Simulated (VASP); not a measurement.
# BaTiO3 (Pm) in VASP: further runs, part 2 of 2

VASP 6.6.1.

### 3 Single point, PBE+U (atom 2 (Ti) moved -0.060 Å towards its neighbour atom 4 (O) at 2.189 Å)

The input, INCAR:

```
SYSTEM = BaTiO3
  ALGO = Normal
  EDIFF = 1E-6
  ENCUT = 520
  GGA = PE
  ISIF = 2
  ISMEAR = 0
  LASPH = .TRUE.
  LCHARG = .FALSE.
  LDAU = .TRUE.
  LDAUJ = 0 0 0
  LDAUL = -1 2 -1
  LDAUPRINT = 1
  LDAUTYPE = 2
  LDAUU = 0 4 0
  LMAXMIX = 4
  LREAL = .FALSE.
  LWAVE = .FALSE.
  NBANDS = 28
  NELM = 150
  PREC = Accurate
  SIGMA = 0.05
```

The input, KPOINTS:

```
k-points
0
G
  6 6 6
  0 0 0
```

The input, POSCAR:

```
BaTiO3
1.0
    4.0082194746      0.0000000000      0.0000000000
    0.0000000000      2.8732814721      2.8859183788
    0.0000000000     -2.8732814721      2.8859183788
Ba Ti O
1 1 3
Direct
    0.0000000000      0.0080771845      0.0080771845
    0.5000000000      0.5204193478      0.5344224536
    0.0000000000      0.4916268390      0.4916268390
    0.5000000000      0.4938075372      0.9829991522
    0.5000000000      0.9829991522      0.4938075372
```

Potentials or basis: VASP PAW PBE potentials, release 64 (Ba_sv, Ti_sv, O).

On the command line:

```console
> cat potpaw_PBE.64/Ba_sv/POTCAR potpaw_PBE.64/Ti_sv/POTCAR potpaw_PBE.64/O/POTCAR > POTCAR
> mpirun -np 1 vasp_std > vasp.out
```

OUTCAR:

```text
SYSTEM = BaTiO3
   EDIFF = 1E-6
   ENCUT = 520
   GGA = PE
   ISIF = 2
   ISMEAR = 0
   LASPH = .TRUE.
   LREAL = .FALSE.
   NELM = 150
   PREC = Accurate

 ion  position               nearest neighbor table
   1  0.000  0.008  0.008-   3 2.79   4 2.82   5 2.82   4 2.82   5 2.82   3 2.87   3 2.87   5 2.90
                             4 2.90   5 2.90   4 2.90   3 2.98   2 3.42   2 3.42   2 3.47   2 3.47
   2  0.500  0.520  0.534-   4 1.83   5 1.89   3 2.02   3 2.02   5 2.20   4 2.25   1 3.42   1 3.42
                             1 3.47   1 3.47   1 3.54   1 3.54   1 3.61   1 3.61
   3  0.000  0.492  0.492-   2 2.02   2 2.02   1 2.79   1 2.87   1 2.87   1 2.98
   4  0.500  0.494  0.983-   2 1.83   2 2.25   1 2.82   1 2.82   1 2.90   1 2.90
   5  0.500  0.983  0.494-   2 1.89   2 2.20   1 2.82   1 2.82   1 2.90   1 2.90

  LATTYP: Found a base centered orthorhombic cell.
 ALAT       =     5.7465629442
 B/A-ratio  =     1.0043980748
 C/A-ratio  =     0.6974985767

  Lattice vectors:

 A1 = (   0.0000000000,   2.8732814721,  -2.8859183788)
 A2 = (   0.0000000000,   2.8732814721,   2.8859183788)
 A3 = (   4.0082194746,   0.0000000000,   0.0000000000)

Analysis of symmetry for initial positions (statically):
=====================================================================
 Subroutine PRICEL returns:
 Original cell was already a primitive cell.

 Routine SETGRP: Setting up the symmetry group for a
 base centered orthorhombic supercell.

 Subroutine GETGRP returns: Found  2 space group operations
 (whereof  2 operations were pure point group operations)
 out of a pool of  8 trial point group operations.

The static configuration has the point symmetry C_1h.

Analysis of symmetry for dynamics (positions and initial velocities):
=====================================================================
 Subroutine PRICEL returns:
 Original cell was already a primitive cell.

 Routine SETGRP: Setting up the symmetry group for a
 base centered orthorhombic supercell.

 Subroutine GETGRP returns: Found  2 space group operations
 (whereof  2 operations were pure point group operations)
 out of a pool of  8 trial point group operations.

The dynamic configuration has the point symmetry C_1h.

 Subroutine INISYM returns: Found  2 space group operations
 (whereof  2 operations are pure point group operations),
 and found     1 'primitive' translations

----------------------------------------------------------------------------------------

                                     Primitive cell

  volume of cell :      66.4728

  direct lattice vectors                    reciprocal lattice vectors
     4.008219475  0.000000000  0.000000000     0.249487336  0.000000000  0.000000000
     0.000000000  2.873281472  2.885918379     0.000000000  0.174017062  0.173255073
     0.000000000 -2.873281472  2.885918379     0.000000000 -0.174017062  0.173255073

[... 108 lines left out ...]
     AMIX     =   0.40;   BMIX     =  1.00
     AMIX_MAG =   1.60;   BMIX_MAG =  1.00
  volume/ion in A,a.u.               =      13.29        89.72
  Fermi-wavevector in a.u.,A,eV,Ry     =   1.382124  2.611835 25.990747  1.910266
  Thomas-Fermi vector in A             =   2.506844
   LORBIT       =      0    0 simple, 1 ext, 2 COOP (PROOUT), +10 PAW based schemes
 LDA+U is selected, type is set to LDAUTYPE =  2
   angular momentum for each species LDAUL =    -1    2   -1
   U (eV)           for each species LDAUU =   0.0  4.0  0.0
   J (eV)           for each species LDAUJ =   0.0  0.0  0.0
   GGA     = PE    functional components
   LHFCALC =     F    Hartree Fock is set to
   AEXX    =    0.0000 exact exchange contribution
   IVDW    =     0    specifies the selected vdW correction
   LEPSILON=     F    determine dielectric tensor
   LRPA    =     F    only Hartree local field effects (RPA)
 non-spin polarized calculation
 Gauss-broadening in eV      SIGMA  =   0.05
  energy-cutoff  :      520.00
  volume of cell :       66.47
 maximum number of plane-waves:      1811
 NGX is ok and might be reduce to    30
   NGX = 15   NGY = 15   NGZ = 15

atom =   2  type =  2  l = 2

 onsite density matrix

spin component  1

  0.1106  0.0000  0.0000 -0.0044  0.0000
  0.0000  0.2512 -0.0037  0.0000  0.0059
  0.0000 -0.0037  0.1381  0.0000 -0.0439
 -0.0044  0.0000  0.0000  0.1083  0.0000
  0.0000  0.0059 -0.0439  0.0000  0.2159

spin component  2

  0.1106  0.0000  0.0000 -0.0044  0.0000
  0.0000  0.2512 -0.0037  0.0000  0.0059
  0.0000 -0.0037  0.1381  0.0000 -0.0439
 -0.0044  0.0000  0.0000  0.1083  0.0000
  0.0000  0.0059 -0.0439  0.0000  0.2159

 occupancies and eigenvectors

  o =  0.1049  v = -0.6114  0.0000  0.0000 -0.7913  0.0000  0.0000  0.0000  0.0000  0.0000  0.0000      0.0000  0.0000  0.0000  0.0000  0.0000  0.0000  0.0000  0.0000  0.0000  0.0000
  o =  0.1049  v =  0.0000  0.0000  0.0000  0.0000  0.0000 -0.6114  0.0000  0.0000 -0.7913  0.0000      0.0000  0.0000  0.0000  0.0000  0.0000  0.0000  0.0000  0.0000  0.0000  0.0000
  o =  0.1141  v =  0.0000  0.0000  0.0000  0.0000  0.0000 -0.7913  0.0000  0.0000  0.6114  0.0000      0.0000  0.0000  0.0000  0.0000  0.0000  0.0000  0.0000  0.0000  0.0000  0.0000
  o =  0.1141  v = -0.7913  0.0000  0.0000  0.6114  0.0000  0.0000  0.0000  0.0000  0.0000  0.0000      0.0000  0.0000  0.0000  0.0000  0.0000  0.0000  0.0000  0.0000  0.0000  0.0000
  o =  0.1183  v =  0.0000  0.0072  0.9120  0.0000  0.4102  0.0000  0.0000  0.0000  0.0000  0.0000      0.0000  0.0000  0.0000  0.0000  0.0000  0.0000  0.0000  0.0000  0.0000  0.0000
  o =  0.1183  v =  0.0000  0.0000  0.0000  0.0000  0.0000  0.0000  0.0072  0.9120  0.0000  0.4102      0.0000  0.0000  0.0000  0.0000  0.0000  0.0000  0.0000  0.0000  0.0000  0.0000
  o =  0.2330  v =  0.0000 -0.3536 -0.3814  0.0000  0.8541  0.0000  0.0000  0.0000  0.0000  0.0000      0.0000  0.0000  0.0000  0.0000  0.0000  0.0000  0.0000  0.0000  0.0000  0.0000
  o =  0.2330  v =  0.0000  0.0000  0.0000  0.0000  0.0000  0.0000 -0.3536 -0.3814  0.0000  0.8541      0.0000  0.0000  0.0000  0.0000  0.0000  0.0000  0.0000  0.0000  0.0000  0.0000
  o =  0.2538  v =  0.0000  0.0000  0.0000  0.0000  0.0000  0.0000 -0.9354  0.1512  0.0000 -0.3197      0.0000  0.0000  0.0000  0.0000  0.0000  0.0000  0.0000  0.0000  0.0000  0.0000
  o =  0.2538  v =  0.0000 -0.9354  0.1512  0.0000 -0.3197  0.0000  0.0000  0.0000  0.0000  0.0000      0.0000  0.0000  0.0000  0.0000  0.0000  0.0000  0.0000  0.0000  0.0000  0.0000

 number of electron      39.9999992 magnetization

 Free energy of the ion-electron system (eV)
  ---------------------------------------------------
  ext. energy  EPLUGINS =         0.00000000
  ---------------------------------------------------
  free energy    TOTEN  =       -37.25879553 eV

  energy without entropy =      -37.25879553  energy(sigma->0) =      -37.25879553

 E-fermi :   4.0514     XC(G=0): -11.0576

 val. band max:        3.7322729862   @ k =   0.5000   0.5000   0.5000
 cond. band min:       6.3073667485   @ k =   0.0000   0.0000   0.0000
 fundamental gap:      2.5750937623
 Fermi energy:         4.0513798615

 k-point     1 :       0.0000    0.0000    0.0000
  band No.  band energies     occupation
      1     -53.8281      2.00000
      2     -30.0636      2.00000
      3     -30.0194      2.00000
      4     -29.9789      2.00000
      5     -21.2672      2.00000
      6     -13.1783      2.00000
[... 733 lines left out ...]
     27      11.4711      0.00000
     28      12.0614      0.00000

 [... further k-points ...]

------------------------ aborting loop because EDIFF is reached ----------------------------------------

  FORCE on cell =-STRESS in cart. coord.  units (eV):
  Direction    XX          YY          ZZ          XY          YZ          ZX
  --------------------------------------------------------------------------------------
  -------------------------------------------------------------------------------------
  Total        1.4230557      2.2988794      2.2064420      0.0000000     -0.6104904      0.0000000
  in kB       34.2995774     55.4093514     53.1813550      0.0000000    -14.7145064      0.0000000
  external PRESSURE =      47.6300946 kB  Pullay stress =       0.0000000 kB

 VOLUME and BASIS-vectors are now :
 -----------------------------------------------------------------------------
  energy-cutoff  :      520.00
  volume of cell :       66.47
      direct lattice vectors                 reciprocal lattice vectors
     4.008219475  0.000000000  0.000000000     0.249487336  0.000000000  0.000000000
     0.000000000  2.873281472  2.885918379     0.000000000  0.174017062  0.173255073
     0.000000000 -2.873281472  2.885918379     0.000000000 -0.174017062  0.173255073

 POSITION                                       TOTAL-FORCE (eV/Angst)
 -----------------------------------------------------------------------------------
      0.00000      0.00000      0.04662         0.000000     -0.149328      0.114438
      2.00411     -0.04023      3.04419         0.000000      0.550473     -1.222663
      0.00000      0.00000      2.83759         0.000000     -0.068054      0.086475
      2.00411     -1.40559      4.26194         0.000000     -0.607875      0.601314
      2.00411      1.40559      4.26194         0.000000      0.274784      0.420437
 -----------------------------------------------------------------------------------
    total drift:                                0.000000      0.000283     -0.000735

  FREE ENERGIE OF THE ION-ELECTRON SYSTEM (eV)
  ---------------------------------------------------
  free  energy   TOTEN  =       -37.2587955256 eV

  energy  without entropy=      -37.2587955256  energy(sigma->0) =      -37.25879553
```

Run time: 3 min. Hardware: 1 thread of Intel Xeon Platinum 8259CL at 2.50GHz (Skylake/Cascade Lake), shared host; peak memory 0.27 GiB.

Results:

```
Free energy            : -37.2588 eV
Pressure               : 4.8 GPa
Largest force          : 1.341 eV/Å
Band gap on the k mesh : 2.58 eV (least direct gap 3.08 eV)
```

Forces on the atoms (eV/Å):
```
Ba   0.000 -0.149  0.114
Ti   0.000  0.550 -1.223
O    0.000 -0.068  0.086
O    0.000 -0.608  0.601
O    0.000  0.275  0.420
```

Stress tensor (GPa, compression positive):
```
 3.43  0.00  0.00
 0.00  5.54 -1.47
 0.00 -1.47  5.32
```

Levels at points of the mesh, in eV from the valence-band top:
| k point | band 17 | band 18 | band 19 | band 20 | band 21 | band 22 | band 23 | band 24 |
| --- | --- | --- | --- | --- | --- | --- | --- | --- |
| (0.00, 0.00, 0.00) | -1.16 | -0.62 | -0.58 | -0.51 | 2.58 | 2.82 | 2.89 | 4.21 |
| (0.50, 0.00, 0.00) | -1.59 | -1.49 | -1.31 | -1.20 | 3.03 | 3.92 | 4.12 | 4.23 |
| (0.00, 0.50, 0.00) | -1.74 | -1.61 | -1.17 | -0.97 | 2.94 | 3.98 | 4.01 | 4.26 |
| (0.00, 0.00, 0.50) | -1.87 | -1.79 | -0.93 | -0.81 | 2.76 | 4.07 | 4.09 | 4.20 |
| (0.50, 0.50, 0.00) | -1.91 | -1.14 | -1.10 | -0.08 | 4.04 | 4.06 | 4.41 | 4.56 |
| (0.50, 0.00, 0.50) | -1.85 | -0.99 | -0.93 | -0.18 | 4.05 | 4.11 | 4.42 | 4.65 |
| (0.00, 0.50, 0.50) | -1.80 | -0.97 | -0.89 | -0.33 | 4.02 | 4.12 | 4.33 | 4.89 |
| (0.50, 0.50, 0.50) | -2.33 | -0.25 | -0.11 | 0.00 | 4.49 | 4.54 | 4.68 | 6.12 |

Eigenvalues of the final occupation matrices:
```tsv
site	spin	trace	eigenvalues
site 2 d	1	0.82	0.10 0.11 0.12 0.23 0.25
site 2 d	2	0.82	0.10 0.11 0.12 0.23 0.25
```

Caveat: the cell differs from its parent crystal (atom 2 (Ti) moved -0.060 Å towards its neighbour atom 4 (O) at 2.189 Å); the cell stands under pressure; spin-orbit coupling is left out, which moves the levels of the heavy elements; forces of over 1 eV/Å act on the atoms, so gaps and moduli don't describe the material at rest. A k mesh can miss the band edges.
